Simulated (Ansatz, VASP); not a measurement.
BaMg2H3 in VASP and in Ansatz

Contents of INCAR:

```
PREC = Accurate ; ENCUT = 750
EDIFF = 1E-7 ; ISMEAR = 0
SIGMA = 0.1 ; LREAL = F
LASPH = T ; NELM = 120
ALGO = Normal ; ISIF = 3
LWAVE = F ; LCHARG = F
GGA = PE ; IBRION = 2
NSW = 90 ; EDIFFG = -0.04
GGA_COMPAT = F ; NELMIN = 4
```

The input KPOINTS:

```
regular mesh
0
Gamma
  6 6 2
```

File POSCAR:

```
BaMg2H3
1.0
    3.5944968400      0.0000000000      0.0000000000
   -1.7972484200      3.1129255700      0.0000000000
    0.0000000000      0.0000000000      8.7431047000
Ba Mg H
1 2 3
Direct
    0.0000000000      0.0000000000      0.0000000000
    0.3333333300      0.6666666700      0.3738907100
    0.6666666700      0.3333333300      0.6261092900
    0.3333333300      0.6666666700      0.7522185800
    0.6666666700      0.3333333300      0.2477814200
    0.0000000000      0.0000000000      0.5000000000
```

Input for Ansatz:

```yaml
crystal:
  lattice:
    - [3.59449684, 0.0, 0.0]
    - [-1.79724842, 3.11292557, 0.0]
    - [0.0, 0.0, 8.7431047]
  atoms:
    - { symbol: Ba, position: [0.0, 0.0, 0.0] }
    - { symbol: Mg, position: [0.33333333, 0.66666667, 0.37389071] }
    - { symbol: Mg, position: [0.66666667, 0.33333333, 0.62610929] }
    - { symbol: H, position: [0.33333333, 0.66666667, 0.75221858] }
    - { symbol: H, position: [0.66666667, 0.33333333, 0.24778142] }
    - { symbol: H, position: [0.0, 0.0, 0.5] }
basis:
  ecutwfc: 420
kpoints:
  mp_grid: { grid: [6, 6, 2] }
hamiltonian:
  xc: pbe
scf:
  occupations: { method: gaussian, width: 0.1 }
  lower_state_search: "off"
output:
  forces: true
  stress: true
  eigenvalues: true
relax:
  adjacent_minimum: "off"
  f_tol: 0.04
  max_steps: 70
  cell: { stress_tol: 0.4 }
```

Alike in both runs: task relaxation of cell and atoms; functional PBE; k mesh 6 × 6 × 2; occupations gaussian, width 0.1 eV; no spin polarisation.

|  | VASP | Ansatz |
| --- | --- | --- |
| version | VASP 6.6.1 | Ansatz 0.2.0 |
| potentials or method | VASP PAW PBE potentials, release 64 (Ba_sv, Mg_sv, H), cutoff 750 eV | scalar-relativistic, plane waves, PAW |
| valence electrons in the cell | 33 | 33 |

|  | VASP | Ansatz | Ansatz less VASP |
| --- | --- | --- | --- |
| gap on the k mesh at the Fermi level, each at its own relaxed structure (eV) | none | none | - |
| relaxed volume (Å³/atom) | 15.82 | 15.82 | -0.006 |
| relaxed cell length with the largest relative difference (Å) | 8.257 | 8.231 | -0.0263 |

A gap of «none» marks a metal or a gap that the smearing closes.

Neither program's run includes spin-orbit coupling.
